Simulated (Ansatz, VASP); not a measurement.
WS2 in VASP and in Ansatz

```
CELL_PARAMETERS angstrom
3.14049 0.00000 0.00000
-1.57025 2.71974 0.00000
0.00000 0.00000 16.72149
ATOMIC_POSITIONS crystal
W 0.00000 0.00000 0.00000
S 0.33333 0.66667 0.09200
S 0.33333 0.66667 0.90800
```

Change from the starting cell: volume scaled by 0.96.

Alike in both runs: task single point; functional PBEsol; k mesh 10 × 10 × 2; occupations fermi-dirac, width 0.05 eV; no spin polarisation.

|  | VASP | Ansatz |
| --- | --- | --- |
| version | VASP 6.6.1 | Ansatz 0.2.0 |
| potentials or method | VASP PAW PBE potentials, release 64 (W_sv, S), cutoff 520 eV | all-electron LAPW, scalar-relativistic |

```tsv
	VASP	Ansatz	Ansatz less VASP
gap on the k mesh at the Fermi level (eV)	2.12	2.11	-0.010
least direct gap on the mesh (eV)	2.27	2.27	-0.005
rms of the force components (eV/Å)	0.315	0.304	-0.0113
```

VASP's potentials were made for PBE, not for PBEsol. Atom by atom the forces differ by 0.011 eV/Å (rms over components). Ansatz ran all-electron here, and VASP with PAW potentials.

Neither program's run includes spin-orbit coupling.
